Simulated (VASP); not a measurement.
## Pr3Mo: single point with PBE

The system is Pr3Mo.

```xyz
4
Lattice="5.5679 0.0000 0.0000 0.0000 5.5679 0.0000 0.0000 0.0000 5.5679" Properties=species:S:1:pos:R:3 pbc="T T T"
Pr    0.0000    2.7839    2.7839
Pr    2.7839    0.0000    2.7839
Pr    2.7839    2.7839    0.0000
Mo    2.7839    2.7839    2.7839
```

The cell was generated, and may not be a known phase.

```json
{
  "Program": "VASP 6.6.1",
  "Task": "single point",
  "Functional": "PBE",
  "Potentials or basis": "VASP PAW PBE potentials, release 64 (Pr, Mo_sv)",
  "Cutoff": "600 eV",
  "k mesh": "4 × 4 × 4",
  "Occupations": "gaussian, width 0.1 eV",
  "Spin": "collinear spin",
  "Starting moments": "[0.0, 0.0, 0.0, 1.0] μB",
  "Dipole correction": "no",
  "Further INCAR settings": "ALGO = Normal; EDIFF = 1e-06; NBANDS = 38"
}
```

* Pressure: -2.2 GPa
* Net moment: 1.16 μB per cell
* Site moments: Pr +0.16; Mo -0.02 μB
* Valence electrons inside the program's atomic spheres: Pr 10.02; Mo 12.86

Levels at points of the mesh, in eV from the Fermi level:
Spin up:
```csv
k point,band 23,band 24,band 25,band 26,band 27,band 28,band 29,band 30,band 31,band 32
"(0.00, 0.00, 0.00)",-1.46,-0.44,-0.44,-0.09,-0.09,-0.09,0.05,0.05,0.05,0.28
"(0.50, 0.00, 0.00)",-0.87,-0.15,-0.06,-0.06,-0.04,-0.03,0.09,0.09,0.21,0.31
"(0.50, 0.50, 0.00)",-0.27,-0.11,-0.11,0.02,0.06,0.07,0.09,0.09,0.17,0.22
"(0.50, 0.50, 0.50)",-0.69,-0.28,-0.28,0.06,0.06,0.06,0.07,0.07,0.07,0.31
```
Spin down:
| k point | band 24 | band 25 | band 26 | band 27 | band 28 | band 29 |
| --- | --- | --- | --- | --- | --- | --- |
| (0.00, 0.00, 0.00) | -0.28 | -0.02 | -0.02 | 0.17 | 0.17 | 0.26 |
| (0.50, 0.00, 0.00) | -0.24 | -0.17 | -0.04 | -0.02 | 0.23 | 0.24 |
| (0.50, 0.50, 0.00) | -0.21 | -0.08 | -0.04 | -0.04 | 0.13 | 0.21 |
| (0.50, 0.50, 0.50) | -0.46 | -0.46 | -0.05 | -0.05 | -0.05 | 0.04 |

Wall time 78 min on 1 thread of Intel Xeon 8259CL (shared host), peak memory 0.5 GiB.

Caveat: the magnetic or orbital state may not be the lowest; spin-orbit coupling is left out, which moves the levels of the heavy elements; semilocal functionals describe open f shells poorly, which spoils levels, moments and volumes.
